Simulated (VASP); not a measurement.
Input of a VASP 6.6.1 run:

Contents of INCAR:

```
  PREC = Accurate
  ENCUT = 600
  EDIFF = 1E-6
  ISMEAR = 0
  SIGMA = 0.02
  LREAL = False
  LASPH = True
  NELM = 120
  ALGO = Normal
  ISIF = 2
  LWAVE = False
  LCHARG = True
  GGA = PE
  LELF = True
  LVHAR = True
  NBANDS = 35
  GGA_COMPAT = False
```

The input KPOINTS:

```
Automatic mesh
0
Gamma
  6 6 8
```

POSCAR

```
ZnF2
1.0
    4.8000348632      0.0000000000      0.0000000000
    0.0000000000      4.8000348632      0.0000000000
    0.0000000000      0.0000000000      3.1754915749
Zn F
2 4
Direct
    0.0000000000      0.0000000000      0.0000000000
    0.5000000000      0.5000000000      0.5000000000
    0.3043835378      0.3043835378      0.0000000000
    0.1956164622      0.8043835378      0.5000000000
    0.6956164622      0.6956164622      0.0000000000
    0.8043835378      0.1956164622      0.5000000000
```

Potentials or basis: VASP PAW PBE potentials, release 64 (Zn, F).

Command:

```sh
$ cat potpaw_PBE.64/Zn/POTCAR potpaw_PBE.64/F/POTCAR > POTCAR
$ mpirun -np 1 vasp_std > vasp.out
```

Problem. What does it give for the band gap on the k mesh?

Solution. 3.46 eV.

Problem. Predict the pressure.

Solution. 0.3 GPa.

Problem. What does it give for the largest force?

Solution. 0.014 eV/Å.

Stress tensor (GPa, compression positive):
```
0.23 0.00 0.00
0.00 0.23 0.00
0.00 0.00 0.49
```

A k mesh can miss the band edges. Expect the measured gap to be larger: semilocal functionals such as PBE lack the derivative discontinuity.
